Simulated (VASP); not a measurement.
# Hg (Im-3m) in VASP: notebook, part 2 of 2

VASP 6.6.1. Earlier steps stand in the parts before.

**4. Single point, PBE (27.91 Å³/atom)**

This run uses another cell than the first one, of 27.91 Å³/atom.

INCAR

```
SYSTEM = Hg
ALGO = Normal
EDIFF = 1E-6
ENCUT = 520
GGA = PE
ISIF = 2
ISMEAR = -1
LASPH = .TRUE.
LCHARG = .TRUE.
LELF = .TRUE.
LREAL = .FALSE.
LVHAR = .TRUE.
LWAVE = .FALSE.
NBANDS = 12
NELM = 100
PREC = Accurate
SIGMA = 0.1
```

KPOINTS

```
k-points
0
G
  19 19 19
  0 0 0
```

POSCAR

```
Hg
1.0
   -1.9108211344      1.9108211344      1.9108211344
    1.9108211344     -1.9108211344      1.9108211344
    1.9108211344      1.9108211344     -1.9108211344
Hg
1
Direct
    0.0000000000      0.0000000000      0.0000000000
```

Potentials or basis: VASP PAW PBE potentials, release 64 (Hg).

Started as:

```bash
$ cat potpaw_PBE.64/Hg/POTCAR > POTCAR
$ mpirun -np 1 vasp_std > vasp.out
```

OUTCAR:

```text
SYSTEM = Hg
   EDIFF = 1E-6
   ENCUT = 520
   GGA = PE
   ISIF = 2
   ISMEAR = -1
   LASPH = .TRUE.
   LREAL = .FALSE.
   NELM = 100
   PREC = Accurate

 ion  position               nearest neighbor table
   1  0.000  0.000  0.000-

  LATTYP: Found a body centered cubic cell.
 ALAT       =     3.8216422688

  Lattice vectors:

 A1 = (  -1.9108211344,   1.9108211344,   1.9108211344)
 A2 = (   1.9108211344,  -1.9108211344,   1.9108211344)
 A3 = (   1.9108211344,   1.9108211344,  -1.9108211344)

Analysis of symmetry for initial positions (statically):
=====================================================================
 Subroutine PRICEL returns:
 Original cell was already a primitive cell.

 Routine SETGRP: Setting up the symmetry group for a
 body centered cubic supercell.

 Subroutine GETGRP returns: Found 48 space group operations
 (whereof 48 operations were pure point group operations)
 out of a pool of 48 trial point group operations.

The static configuration has the point symmetry O_h .

Analysis of symmetry for dynamics (positions and initial velocities):
=====================================================================
 Subroutine PRICEL returns:
 Original cell was already a primitive cell.

 Routine SETGRP: Setting up the symmetry group for a
 body centered cubic supercell.

 Subroutine GETGRP returns: Found 48 space group operations
 (whereof 48 operations were pure point group operations)
 out of a pool of 48 trial point group operations.

The dynamic configuration has the point symmetry O_h .

 Subroutine INISYM returns: Found 48 space group operations
 (whereof 48 operations are pure point group operations),
 and found     1 'primitive' translations

----------------------------------------------------------------------------------------

[... 109 lines left out ...]
     AMIX     =   0.40;   BMIX     =  1.00
     AMIX_MAG =   1.60;   BMIX_MAG =  1.00
  volume/ion in A,a.u.               =      27.91       188.33
  Fermi-wavevector in a.u.,A,eV,Ry     =   1.235649  2.335039 20.773771  1.526829
  Thomas-Fermi vector in A             =   2.370290
   LORBIT       =      0    0 simple, 1 ext, 2 COOP (PROOUT), +10 PAW based schemes
   GGA     = PE    functional components
   LHFCALC =     F    Hartree Fock is set to
   AEXX    =    0.0000 exact exchange contribution
   IVDW    =     0    specifies the selected vdW correction
   LEPSILON=     F    determine dielectric tensor
   LRPA    =     F    only Hartree local field effects (RPA)
 non-spin polarized calculation
  energy-cutoff  :      520.00
  volume of cell :       27.91
 maximum number of plane-waves:       767
 NGX is ok and might be reduce to    28
   NGX = 13   NGY = 13   NGZ = 13

 number of electron      12.0000002 magnetization

 Free energy of the ion-electron system (eV)
  ---------------------------------------------------
  ext. energy  EPLUGINS =         0.00000000
  ---------------------------------------------------
  free energy    TOTEN  =        -0.18058908 eV

  energy without entropy =       -0.17428047  energy(sigma->0) =       -0.17743477

 E-fermi :   1.4690     XC(G=0):  -9.9510

 val. band max:        1.4539992426   @ k =   0.4211   0.1053   0.0000
 cond. band min:       1.4791217676   @ k =  -0.4737  -0.4737   0.1053
 fundamental gap:      0.0251225250
 Fermi energy:         1.4690087326

 k-point     1 :       0.0000    0.0000    0.0000
  band No.  band energies     occupation
      1      -6.2384      2.00000
      2      -5.0825      2.00000
      3      -5.0825      2.00000
      4      -5.0825      2.00000
      5      -4.4387      2.00000
      6      -4.4387      2.00000
      7      15.6654      0.00000
      8      15.6654      0.00000
      9      15.6654      0.00000
     10      16.1610      0.00000
     11      16.1610      0.00000
     12      16.1610      0.00000
[... 331 lines left out ...]
 k-point    24 :       0.3158    0.1053    0.0000
  band No.  band energies     occupation
      1      -5.4780      2.00000
      2      -5.3075      2.00000
      3      -4.5370      2.00000
      4      -4.4627      2.00000
      5      -4.2754      2.00000
      6      -2.2886      2.00000
      7       4.1997      0.00000
      8       9.2815      0.00000
      9      11.2617      0.00000
     10      15.5295      0.00000
     11      17.2382      0.00000
     12      18.6139      0.00000

 [... further k-points ...]
[... 5 lines left out ...]
  --------------------------------------------------------------------------------------
  -------------------------------------------------------------------------------------
  Total        0.1116198      0.1116198      0.1116198     -0.0000000     -0.0000000      0.0000000
  in kB        6.4081345      6.4081345      6.4081345     -0.0000000     -0.0000000      0.0000000
  external PRESSURE =       6.4081345 kB  Pullay stress =       0.0000000 kB

 VOLUME and BASIS-vectors are now :
 -----------------------------------------------------------------------------
  energy-cutoff  :      520.00
  volume of cell :       27.91
      direct lattice vectors                 reciprocal lattice vectors
    -1.910821134  1.910821134  1.910821134     0.000000000  0.261667610  0.261667610
     1.910821134 -1.910821134  1.910821134     0.261667610  0.000000000  0.261667610
     1.910821134  1.910821134 -1.910821134     0.261667610  0.261667610  0.000000000

 POSITION                                       TOTAL-FORCE (eV/Angst)
 -----------------------------------------------------------------------------------
      0.00000      0.00000      0.00000         0.000000      0.000000     -0.000000
 -----------------------------------------------------------------------------------
    total drift:                               -0.000000     -0.000000     -0.000000

  FREE ENERGIE OF THE ION-ELECTRON SYSTEM (eV)
  ---------------------------------------------------
  free  energy   TOTEN  =        -0.1805890757 eV

  energy  without entropy=       -0.1742804680  energy(sigma->0) =       -0.17743477
```

OSZICAR:

```text
N       E                     dE             d eps       ncg     rms          rms(c)
DAV:   1     0.719050504306E+02    0.71905E+02   -0.63990E+03  5592   0.934E+02
DAV:   2     0.110898754643E+01   -0.70796E+02   -0.66170E+02  5816   0.221E+02
DAV:   3    -0.195693610581E+00   -0.13047E+01   -0.13039E+01  6200   0.334E+01
DAV:   4    -0.196945919601E+00   -0.12523E-02   -0.12523E-02  5800   0.110E+00
DAV:   5    -0.196947874335E+00   -0.19547E-05   -0.19546E-05  6128   0.412E-02    0.210E+00
DAV:   6    -0.181107061561E+00    0.15841E-01   -0.41382E-02  6192   0.225E+00    0.166E+00
DAV:   7    -0.180378818861E+00    0.72824E-03   -0.56202E-03  5956   0.711E-01    0.789E-01
DAV:   8    -0.180560805320E+00   -0.18199E-03   -0.66720E-04  5528   0.307E-01    0.295E-02
DAV:   9    -0.180585078424E+00   -0.24273E-04   -0.15511E-05  5864   0.344E-02    0.982E-03
DAV:  10    -0.180589146449E+00   -0.40680E-05   -0.47289E-06  5544   0.215E-02    0.900E-04
DAV:  11    -0.180589075724E+00    0.70725E-07   -0.23198E-08  2856   0.104E-03
   1 F= -.18058908E+00 E0= -.17743477E+00  d E =-.630861E-02
```

stdout:

```text
POSCAR found type information on POSCAR Hg
 POSCAR found :  1 types and       1 ions
 scaLAPACK will be used
 LDA part: xc-table for (Slater+PW92), standard interpolation
 POSCAR, INCAR and KPOINTS ok, starting setup
 FFT: planning ... GRIDC
 FFT: planning ... GRID_SOFT
 FFT: planning ... GRID
 WAVECAR not read
 entering main loop
```

Wall time 64 s (1 thread of Intel Xeon Platinum 8259CL at 2.50GHz (Skylake/Cascade Lake), shared host); peak memory 0.21 GiB.

Results:

```
Free energy            : -0.1806 eV
Pressure               : 0.6 GPa
Band gap on the k mesh : zero (bands 6 and 7 overlap by 2.41 eV)
```

Caveat: spin-orbit coupling is left out, which moves the levels of the heavy elements.

**5. The runs side by side**

| cell | gap on the mesh (eV) | pressure (GPa) |
| --- | --- | --- |
| a = 3.215 Å, angles 109.5°, 1 atom | none | 2.6 |
| a = 3.263 Å, angles 109.5°, 1 atom | none | 1.4 |
| a = 3.310 Å, angles 109.5°, 1 atom | none | 0.6 |

Alike in all rows: task single point; level PBE; potentials or basis VASP PAW PBE potentials, release 64 (Hg); no spin polarisation; k mesh 19 × 19 × 19; cutoff (eV) 520; smearing fermi-dirac 0.1 eV.

Caveats: spin-orbit coupling is left out, which moves the levels of the heavy elements.

Absolute energies hang on the potentials; compare differences alone.
